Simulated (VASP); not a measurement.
# Sc (I4/mcm) in VASP: a series of runs

Sc is run at these levels: PBE; tasks: single point.

Program: VASP 6.6.1. These are calculated values, not measurements. Logs are shortened: lines on timing, memory, paths and dates and some standing lists are left out, and cuts for length are marked.

**1. The cell of the first run**

It takes space group I4/mcm (No. 140, tetragonal). The conventional cell has a = 6.317 Å, b = 6.317 Å, c = 5.455 Å, α = 90.00°, β = 90.00°, γ = 90.00°. Sc (site symmetry m2m) has 11 Sc at 2.99 to 3.45 Å within 3.9 Å.

**2. Single point, PBE (strained)**

Input file INCAR:

```
PREC     = Accurate       # precision mode
ENCUT    = 520            # plane-wave cutoff, eV
EDIFF    = 1E-6           # SCF threshold, eV
ISMEAR   = 0              # smearing method
SIGMA    = 0.1            # smearing width, eV
LREAL    = False          # projectors in reciprocal space
LASPH    = True           # aspherical terms in the spheres
NELM     = 100            # most SCF steps
ALGO     = Normal         # electronic algorithm
ISIF     = 2              # what is computed and relaxed
LWAVE    = False          # write WAVECAR
LCHARG   = False          # write CHGCAR
GGA      = PE             # functional
NBANDS   = 30             # bands
```

Input file KPOINTS:

```
Automatic mesh
0
Gamma
  10 10 10
```

Input file POSCAR:

```
Sc
1.0
   -3.1586042783      3.1586042783      2.7275145479
    3.1586042783     -3.1586042783      2.7275145479
    3.1586042783      3.1586042783     -2.7275145479
Sc
4
Direct
    0.1671652566      0.3328347434      0.5000000000
    0.6671652566      0.1671652566      0.8343305033
    0.3328347434      0.8328347434      0.1656694967
    0.8328347434      0.6671652566      0.5000000000
```

Potentials or basis: VASP PAW PBE potentials, release 64 (Sc_sv).

Run with:

```
$ cat potpaw_PBE.64/Sc_sv/POTCAR > POTCAR
$ mpirun -np 1 vasp_std > vasp.out
```

OUTCAR:

```text
PREC = Accurate
   ENCUT = 520
   EDIFF = 1E-6
   ISMEAR = 0
   LREAL = False
   LASPH = True
   NELM = 100
   ISIF = 2
   GGA = PE

 ion  position               nearest neighbor table
   1  0.167  0.333  0.500-   4 2.99   4 3.10   4 3.10   3 3.33   2 3.33   3 3.33   2 3.33
   2  0.667  0.167  0.834-   3 2.99   3 3.10   3 3.10   4 3.33   1 3.33   1 3.33   4 3.33
   3  0.333  0.833  0.166-   2 2.99   2 3.10   2 3.10   4 3.33   1 3.33   4 3.33   1 3.33
   4  0.833  0.667  0.500-   1 2.99   1 3.10   1 3.10   2 3.33   3 3.33   3 3.33   2 3.33

  LATTYP: Found a body centered tetragonal cell.
 ALAT       =     6.3172085566
 C/A-ratio  =     0.8635189177

  Lattice vectors:

 A1 = (  -3.1586042783,   3.1586042783,   2.7275145479)
 A2 = (   3.1586042783,  -3.1586042783,   2.7275145479)
 A3 = (   3.1586042783,   3.1586042783,  -2.7275145479)

Analysis of symmetry for initial positions (statically):
=====================================================================
 Subroutine PRICEL returns:
 Original cell was already a primitive cell.

 Routine SETGRP: Setting up the symmetry group for a
 body centered tetragonal supercell.

 Subroutine GETGRP returns: Found 16 space group operations
 (whereof  8 operations were pure point group operations)
 out of a pool of 16 trial point group operations.

The static configuration has the point symmetry C_4h.
 The point group associated with its full space group is D_4h.

Analysis of symmetry for dynamics (positions and initial velocities):
=====================================================================
 Subroutine PRICEL returns:
 Original cell was already a primitive cell.

 Routine SETGRP: Setting up the symmetry group for a
 body centered tetragonal supercell.

 Subroutine GETGRP returns: Found 16 space group operations
 (whereof  8 operations were pure point group operations)
 out of a pool of 16 trial point group operations.

The dynamic configuration has the point symmetry C_4h.
 The point group associated with its full space group is D_4h.

 Subroutine INISYM returns: Found 16 space group operations
 (whereof  8 operations are pure point group operations),
 and found     1 'primitive' translations

----------------------------------------------------------------------------------------

                                     Primitive cell

  volume of cell :     108.8473

  direct lattice vectors                    reciprocal lattice vectors
    -3.158604278  3.158604278  2.727514548     0.000000000  0.158297766  0.183317079
     3.158604278 -3.158604278  2.727514548     0.158297766  0.000000000  0.183317079
     3.158604278  3.158604278 -2.727514548     0.158297766  0.158297766  0.000000000

  length of vectors
     5.233822464  5.233822464  5.233822464     0.242205149  0.242205149  0.223866847

  position of ions in fractional coordinates (direct lattice)
     0.167165257  0.332834743  0.500000000
     0.667165257  0.167165257  0.834330503
     0.332834743  0.832834743  0.165669497
     0.832834743  0.667165257  0.500000000

  ion indices of the primitive-cell ions
   primitive index   ion index
                 1           1
                 2           2
                 3           3
                 4           4

----------------------------------------------------------------------------------------

 KPOINTS: Automatic mesh

Automatic generation of k-mesh.
 Grid dimensions read from file:
 generate k-points for:   10   10   10

 Generating k-lattice:

  Cartesian coordinates                     Fractional coordinates (reciprocal lattice)
     0.000000000  0.015829777  0.018331708     0.100000000  0.000000000 -0.000000000
     0.015829777  0.000000000  0.018331708     0.000000000  0.100000000 -0.000000000
     0.015829777  0.015829777  0.000000000     0.000000000  0.000000000  0.100000000

  Length of vectors
     0.024220515  0.024220515  0.022386685

  Shift w.r.t. Gamma in fractional coordinates (k-lattice)
     0.000000000  0.000000000  0.000000000

 Subroutine IBZKPT returns following result:
 ===========================================

 Found    102 irreducible k-points:

 Following reciprocal coordinates:
            Coordinates               Weight
  0.000000  0.000000  0.000000      1.000000
  0.100000 -0.000000  0.000000      8.000000
  0.200000 -0.000000  0.000000      8.000000
  0.300000 -0.000000  0.000000      8.000000
  0.400000  0.000000  0.000000      8.000000
  0.500000  0.000000 -0.000000      4.000000
[... 16 lines left out ...]
  0.300000  0.300000  0.000000      8.000000
  0.400000  0.300000  0.000000     16.000000
 [... further k-points ...]
   k-points           NKPTS =    102   k-points in BZ     NKDIM =    102   number of bands    NBANDS=     30
   number of dos      NEDOS =    301   number of ions     NIONS =      4
   total plane-waves  NPLWV =  64000
   dimension x,y,z NGX =    40 NGY =   40 NGZ =   40
   dimension x,y,z NGXF=    80 NGYF=   80 NGZF=   80
   ions per type =               4
   NGX,Y,Z   is equivalent  to a cutoff of  12.71, 12.71, 12.71 a.u.
   NGXF,Y,Z  is equivalent  to a cutoff of  25.41, 25.41, 25.41 a.u.
 SYSTEM =  unknown system
   PREC   = accura    normal or accurate (medium, high low for compatibility)
   ISTART =      0    job   : 0-new  1-cont  2-samecut
   ICHARG =      2    charge: 1-file 2-atom 10-const
   ISPIN  =      1    spin polarized calculation?
   LNONCOLLINEAR =      F non collinear calculations
   LSORBIT =      F    spin-orbit coupling
   LASPH  =      T    aspherical Exc in radial PAW
   ENCUT  =  520.0 eV  38.22 Ry    6.18 a.u.   9.73  9.73  9.73*2*pi/ulx,y,z
   NELM   =    100;   NELMIN=  2; NELMDL= -5     # of ELM steps
   EDIFF  = 0.1E-05   stopping-criterion for ELM
   LREAL  =      F    real-space projection
   EDIFFG = 0.1E-04   stopping-criterion for IOM
   NSW    =      0    number of steps for IOM
   IBRION =     -1    ionic relax: 0-MD 1-quasi-New 2-CG
   NFREE  =      0    steps in history (QN), initial steepest desc. (CG)
   ISIF   =      2    stress and relaxation
   ISYM   =      2    0-nonsym 1-usesym 2-fastsym
   POTIM  = 0.5000    time-step for ionic-motion
   TEBEG  =    0.0;   TEEND  =   0.0 temperature during run
   PSTRESS=    0.0 pullay stress
   NELECT =      44.0000    total number of electrons
   NUPDOWN=      -1.0000    fix difference up-down
   EMIN   =  10.00;   EMAX   =-10.00  energy-range for DOS
   EFERMI =   0.00;   METHOD = LEGACY
   ISMEAR =     0;   SIGMA  =   0.10  broadening in eV -4-tet -1-fermi 0-gaus
   EFERMI_NEDOS =   21; number of points for ismear=-14 and -15
   IALGO  =     38    algorithm
   IMIX   =      4    mixing-type and parameters
     AMIX     =   0.40;   BMIX     =  1.00
     AMIX_MAG =   1.60;   BMIX_MAG =  1.00
  volume/ion in A,a.u.               =      27.21       183.63
  Fermi-wavevector in a.u.,A,eV,Ry     =   1.210468  2.287452 19.935694  1.465232
  Thomas-Fermi vector in A             =   2.346013
   LORBIT       =      0    0 simple, 1 ext, 2 COOP (PROOUT), +10 PAW based schemes
   GGA     = PE    functional components
   LHFCALC =     F    Hartree Fock is set to
   AEXX    =    0.0000 exact exchange contribution
   IVDW    =     0    specifies the selected vdW correction
   LEPSILON=     F    determine dielectric tensor
   LRPA    =     F    only Hartree local field effects (RPA)
 non-spin polarized calculation
 Gauss-broadening in eV      SIGMA  =   0.10
  energy-cutoff  :      520.00
  volume of cell :      108.85
 maximum number of plane-waves:      2967
   NGX = 19   NGY = 19   NGZ = 19

 number of electron      44.0000001 magnetization

 Free energy of the ion-electron system (eV)
  ---------------------------------------------------
  ext. energy  EPLUGINS =         0.00000000
  ---------------------------------------------------
  free energy    TOTEN  =       -24.12181376 eV

  energy without entropy =      -24.08611702  energy(sigma->0) =      -24.10396539

 E-fermi :   3.0556     XC(G=0):  -9.4225

 val. band max:        3.0542111525   @ k =  -0.4000   0.5000   0.2000
 cond. band min:       3.0558489446   @ k =   0.4000   0.1000   0.0000
 fundamental gap:      0.0016377921
 Fermi energy:         3.0556078191

 k-point     1 :       0.0000    0.0000    0.0000
  band No.  band energies     occupation
      1     -46.4894      2.00000
      2     -46.4390      2.00000
      3     -46.4008      2.00000
      4     -46.4008      2.00000
      5     -25.2171      2.00000
      6     -25.2171      2.00000
[... 22 lines left out ...]
     29       4.8630      0.00000
     30       5.0744      0.00000

 k-point     2 :       0.1000   -0.0000    0.0000
  band No.  band energies     occupation
      1     -46.4871      2.00000
      2     -46.4388      2.00000
      3     -46.4023      2.00000
      4     -46.4019      2.00000
      5     -25.2212      2.00000
      6     -25.2175      2.00000
[... 22 lines left out ...]
     29       4.8512      0.00000
     30       5.0800      0.00000

 k-point     3 :       0.2000   -0.0000    0.0000
  band No.  band energies     occupation
      1     -46.4807      2.00000
      2     -46.4381      2.00000
      3     -46.4066      2.00000
      4     -46.4048      2.00000
      5     -25.2250      2.00000
      6     -25.2223      2.00000
[... 22 lines left out ...]
     29       4.8040      0.00000
     30       5.0668      0.00000

 k-point     4 :       0.3000   -0.0000    0.0000
  band No.  band energies     occupation
      1     -46.4710      2.00000
      2     -46.4378      2.00000
      3     -46.4125      2.00000
      4     -46.4089      2.00000
      5     -25.2327      2.00000
      6     -25.2315      2.00000
[... 22 lines left out ...]
     29       4.6881      0.00000
     30       4.9597      0.00000

 k-point     5 :       0.4000    0.0000    0.0000
  band No.  band energies     occupation
      1     -46.4595      2.00000
      2     -46.4403      2.00000
      3     -46.4171      2.00000
      4     -46.4134      2.00000
      5     -25.2417      2.00000
      6     -25.2399      2.00000
[... 22 lines left out ...]
     29       4.5009      0.00000
     30       4.7662      0.00000
[... 526 lines left out ...]
     29       4.9475      0.00000
     30       5.1313      0.00000

 k-point    22 :      -0.2000    0.2000    0.0000
  band No.  band energies     occupation
      1     -46.4826      2.00000
      2     -46.4399      2.00000
      3     -46.4068      2.00000
      4     -46.4009      2.00000
      5     -25.2349      2.00000
      6     -25.2173      2.00000
[... 22 lines left out ...]
     29       4.9863      0.00000
     30       5.2124      0.00000

 k-point    23 :       0.3000    0.3000    0.0000
  band No.  band energies     occupation
      1     -46.4489      2.00000
      2     -46.4426      2.00000
      3     -46.4246      2.00000
      4     -46.4142      2.00000
      5     -25.2548      2.00000
      6     -25.1979      2.00000
[... 22 lines left out ...]
     29       4.4416      0.00000
     30       4.7758      0.00000

 k-point    24 :       0.4000    0.3000    0.0000
  band No.  band energies     occupation
      1     -46.4554      2.00000
      2     -46.4371      2.00000
      3     -46.4281      2.00000
      4     -46.4097      2.00000
      5     -25.2524      2.00000
      6     -25.2219      2.00000
[... 22 lines left out ...]
     29       4.5268      0.00000
     30       4.7636      0.00000

 [... further k-points ...]
[... 5 lines left out ...]
  --------------------------------------------------------------------------------------
  -------------------------------------------------------------------------------------
  Total       -1.9038932     -1.9038932     -0.8886588      0.0000000      0.0000000      0.0000000
  in kB      -28.0243566    -28.0243566    -13.0806141      0.0000000      0.0000000      0.0000000
  external PRESSURE =     -23.0431091 kB  Pullay stress =       0.0000000 kB

 VOLUME and BASIS-vectors are now :
 -----------------------------------------------------------------------------
  energy-cutoff  :      520.00
  volume of cell :      108.85
      direct lattice vectors                 reciprocal lattice vectors
    -3.158604278  3.158604278  2.727514548     0.000000000  0.158297766  0.183317079
     3.158604278 -3.158604278  2.727514548     0.158297766  0.000000000  0.183317079
     3.158604278  3.158604278 -2.727514548     0.158297766  0.158297766  0.000000000

 POSITION                                       TOTAL-FORCE (eV/Angst)
 -----------------------------------------------------------------------------------
      2.10259      1.05602      0.00000         0.218248     -0.218248      0.000000
      1.05602      4.21462      0.00000        -0.218248     -0.218248      0.000000
      2.10259     -1.05602      2.72751         0.218248      0.218248     -0.000000
      1.05602      2.10259      2.72751        -0.218248      0.218248      0.000000
 -----------------------------------------------------------------------------------
    total drift:                               -0.000033      0.000005      0.000030

  FREE ENERGIE OF THE ION-ELECTRON SYSTEM (eV)
  ---------------------------------------------------
  free  energy   TOTEN  =       -24.1218137613 eV

  energy  without entropy=      -24.0861170223  energy(sigma->0) =      -24.10396539
```

Run time: 2.4 min. Hardware: 1 thread of Intel Xeon 6975P-C (Granite Rapids), shared host; peak memory 0.4 GiB.

Results:

| Quantity | Value |
| --- | --- |
| Free energy | -24.1218 eV |
| Pressure | -2.3 GPa |
| Largest force | 0.309 eV/Å |
| Band gap on the k mesh | zero (band 22 reaches 3.33 eV, above the bottom of band 23 at 2.76 eV) |

Forces on the atoms (eV/Å):
```
Sc   0.218 -0.218  0.000
Sc  -0.218 -0.218  0.000
Sc   0.218  0.218  0.000
Sc  -0.218  0.218  0.000
```

Levels at points of the mesh, in eV from the Fermi level:
| k point | band 18 | band 19 | band 20 | band 21 | band 22 | band 23 | band 24 | band 25 | band 26 | band 27 |
| --- | --- | --- | --- | --- | --- | --- | --- | --- | --- | --- |
| (0.00, 0.00, 0.00) | -0.76 | -0.65 | -0.43 | -0.29 | -0.29 | 0.17 | 0.96 | 0.96 | 1.27 | 1.27 |
| (0.50, 0.00, 0.00) | -2.55 | -1.06 | -1.06 | -0.04 | -0.04 | 0.60 | 0.60 | 0.78 | 0.78 | 1.24 |
| (0.50, 0.50, 0.00) | -2.57 | -0.52 | -0.42 | -0.42 | -0.40 | -0.27 | 0.93 | 1.04 | 1.13 | 1.33 |
| (0.50, 0.50, 0.50) | -1.78 | -1.50 | -1.13 | -0.82 | 0.27 | 0.56 | 0.58 | 0.58 | 0.99 | 1.16 |

Caveat: the cell differs from its parent crystal (strained).

**3. Single point, PBE (strained)**

Input file INCAR:

```
PREC = Accurate ; ENCUT = 520
EDIFF = 1E-6 ; ISMEAR = 0
SIGMA = 0.1 ; LREAL = F
LASPH = T ; NELM = 100
ALGO = Normal ; ISIF = 2
LWAVE = F ; LCHARG = T
GGA = PE ; LELF = T
LVHAR = T ; NBANDS = 30
```

Input file KPOINTS:

```
regular mesh
0
Gamma
  10 10 10
```

Input file POSCAR:

```
Sc
1.0
   -3.0577806761      3.0577806761      2.5173747421
    3.0577806761     -3.0577806761      2.5173747421
    3.0577806761      3.0577806761     -2.5173747421
Sc
4
Direct
    0.1568609567      0.3431390433      0.5000000000
    0.6568609567      0.1568609567      0.8137219034
    0.3431390433      0.8431390433      0.1862780966
    0.8431390433      0.6568609567      0.5000000000
```

Potentials or basis: VASP PAW PBE potentials, release 64 (Sc_sv).

Run with:

```
$ cat potpaw_PBE.64/Sc_sv/POTCAR > POTCAR
$ mpirun -np 1 vasp_std > vasp.out
```

Run time: 2.5 min. Hardware: 1 thread of Intel Xeon 6975P-C (Granite Rapids), shared host; peak memory 0.37 GiB.

It converged, with:

- Free energy: -23.8818 eV
- Pressure: 6.2 GPa
- Largest force: 0.656 eV/Å
- Band gap on the k mesh: zero (band 22 reaches 4.04 eV, above the bottom of band 23 at 3.53 eV)

Forces on the atoms (eV/Å):
```
Sc  -0.464  0.464  0.000
Sc   0.464  0.464  0.000
Sc  -0.464 -0.464  0.000
Sc   0.464 -0.464  0.000
```

Stress tensor (GPa, compression positive):
```
4.85 0.00 0.00
0.00 4.85 0.00
0.00 0.00 8.95
```

Levels at points of the mesh, in eV from the Fermi level:
| k point | band 18 | band 19 | band 20 | band 21 | band 22 | band 23 | band 24 | band 25 | band 26 | band 27 |
| --- | --- | --- | --- | --- | --- | --- | --- | --- | --- | --- |
| (0.00, 0.00, 0.00) | -0.74 | -0.62 | -0.49 | -0.49 | -0.34 | 0.17 | 1.17 | 1.17 | 1.45 | 1.45 |
| (0.50, 0.00, 0.00) | -2.39 | -1.19 | -1.19 | -0.07 | -0.07 | 0.80 | 0.80 | 1.05 | 1.05 | 1.56 |
| (0.50, 0.50, 0.00) | -2.55 | -0.67 | -0.62 | -0.60 | -0.38 | -0.23 | 1.01 | 1.31 | 1.58 | 1.64 |
| (0.50, 0.50, 0.50) | -1.79 | -1.57 | -1.02 | -0.90 | -0.08 | 0.82 | 0.82 | 0.98 | 1.09 | 1.11 |

Caveat: the cell differs from its parent crystal (strained).

**4. Single point, PBE (strained and its atoms moved)**

Input file INCAR:

```
SYSTEM = Sc
PREC = Accurate
ENCUT = 520
EDIFF = 1E-6
ISMEAR = 0
SIGMA = 0.1
LREAL = .FALSE.
LASPH = .TRUE.
NELM = 80
ALGO = Fast
ISIF = 2
LWAVE = .FALSE.
LCHARG = .FALSE.
GGA = PE
NBANDS = 30
```

Input file KPOINTS:

```
Automatic mesh
0
G
  10 10 10
  0 0 0
```

Input file POSCAR:

```
Sc
1.0
   -2.9350013064      2.9350013064      2.6533364143
    2.9350013064     -2.9350013064      2.6533364143
    2.9350013064      2.9350013064     -2.6533364143
Sc
4
Direct
    0.1706000233      0.3293999767      0.5000000000
    0.6706000233      0.1706000233      0.8412000366
    0.3293999767      0.8293999767      0.1587999634
    0.8293999767      0.6706000233      0.5000000000
```

Run with:

```
$ cat potpaw_PBE.64/Sc_sv/POTCAR > POTCAR
$ mpirun -np 1 vasp_std > vasp.out
```

Wall time 6.4 min (1 thread of Intel Xeon Platinum 8375C at 2.90GHz (Ice Lake), shared host); peak memory 0.37 GiB.

Results (log left out):

```yaml
Free_energy: -23.9085 eV
Pressure: 6.6 GPa
Largest_force: 0.346 eV/Å
Band_gap_on_the_k_mesh: zero (band 22 reaches 4.39 eV, above the bottom of band 23 at 3.66 eV)
```

Forces on the atoms (eV/Å):
```
Sc   0.245 -0.245  0.000
Sc  -0.245 -0.245  0.000
Sc   0.245  0.245  0.000
Sc  -0.245  0.245  0.000
```

Stress tensor (GPa, compression positive):
```
7.00 0.00 0.00
0.00 7.00 0.00
0.00 0.00 5.73
```

Levels at points of the mesh, in eV from the Fermi level:
| k point | band 20 | band 21 | band 22 | band 23 | band 24 | band 25 |
| --- | --- | --- | --- | --- | --- | --- |
| (0.00, 0.00, 0.00) | -0.64 | -0.27 | -0.27 | 0.53 | 1.19 | 1.19 |
| (0.50, 0.00, 0.00) | -1.25 | -0.13 | -0.13 | 0.80 | 0.80 | 0.91 |
| (0.50, 0.50, 0.00) | -0.58 | -0.48 | -0.43 | -0.40 | 1.06 | 1.17 |
| (0.50, 0.50, 0.50) | -0.83 | -0.68 | 0.33 | 0.53 | 0.53 | 0.81 |

Caveat: the cell differs from its parent crystal (strained and its atoms moved).

**5. Summary**

```csv
cell,gap on the mesh (eV),pressure (GPa),largest force (eV/Å)
"a = 5.234 Å, angles 105.8, 105.8, 117.2°, 4 atoms",none,-2.3,0.31
"a = 5.004 Å, angles 104.7, 104.7, 119.6°, 4 atoms",none,6.2,0.66
"a = 4.926 Å, angles 106.9, 106.9, 114.8°, 4 atoms",none,6.6,0.35
```

Alike in all rows: task single point; level PBE; potentials or basis VASP PAW PBE potentials, release 64 (Sc_sv); no spin polarisation; k mesh 10 × 10 × 10; cutoff (eV) 520; smearing gaussian 0.1 eV.

Total energies depend on the potentials used, so only differences within one code and one set of settings carry meaning.
